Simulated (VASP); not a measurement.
Here is a VASP 6.6.1 calculation.

POSCAR

```
VO2
1.0
    4.5420838164      0.0000000000      0.0000000000
    0.0000000000      4.5420838164      0.0000000000
    0.0000000000      0.0000000000      2.8281520088
V O
2 4
Direct
    0.0000000000      0.0000000000      0.0000000000
    0.5000000000      0.5000000000      0.5000000000
    0.3004538310      0.3004538310      0.0000000000
    0.6995461690      0.6995461690      0.0000000000
    0.8004538310      0.1995461690      0.5000000000
    0.1995461690      0.8004538310      0.5000000000
```

File INCAR.step1:

```
SYSTEM = VO2
PREC = Accurate
ENCUT = 660
ISMEAR = 0
SIGMA = 0.1
LREAL = .FALSE.
LASPH = .TRUE.
NELM = 200
ISPIN = 2
MAGMOM = 0.96 0.96 0 0 0 0
LMAXMIX = 4
NBANDS = 38
GGA = PE
ALGO = Normal
EDIFF = 1E-5
LWAVE = .TRUE.
LCHARG = .FALSE.
GGA_COMPAT = .FALSE.
```

Contents of INCAR.step2:

```
SYSTEM = VO2
PREC = Accurate
ENCUT = 660
EDIFF = 1E-6
ISMEAR = 0
SIGMA = 0.1
LREAL = .FALSE.
LASPH = .TRUE.
NELM = 200
ALGO = Normal
ISIF = 2
LWAVE = .FALSE.
LCHARG = .FALSE.
ISPIN = 2
MAGMOM = 0.96 0.96 0 0 0 0
LORBIT = 11
LMAXMIX = 4
METAGGA = R2SCAN
LMIXTAU = .TRUE.
NBANDS = 38
ISTART = 1
GGA_COMPAT = .FALSE.
```

KPOINTS

```
regular mesh
0
G
  4 4 6
  0 0 0
```

Potentials or basis: VASP PAW PBE potentials, release 64 (V_sv, O).

Launch:

```sh
$ cat potpaw_PBE.64/V_sv/POTCAR potpaw_PBE.64/O/POTCAR > POTCAR
$ cp INCAR.step1 INCAR
$ mpirun -np 1 vasp_std > vasp.out
$ cp INCAR.step2 INCAR
$ mpirun -np 1 vasp_std > vasp.out
```

**Question.** Predict the largest force.

**Answer.** 0.022 eV/Å.

**Question.** Predict the site moments.

**Answer.** V +1.12; O -0.08 μB.

**Question.** What does it give for the pressure?

**Answer.** 0.9 GPa.

Forces in eV/Å, atoms in the order of the input:
```
V    0.000  0.000  0.000
V    0.000  0.000  0.000
O   -0.015 -0.015  0.000
O    0.015  0.015  0.000
O   -0.015  0.015  0.000
O    0.015 -0.015  0.000
```

Caveat: the k points lie up to 0.37 Å⁻¹ apart, too coarse for converged energies and pressures of a metal; the PAW data sets were made with another functional, which shifts forces and pressure a little.
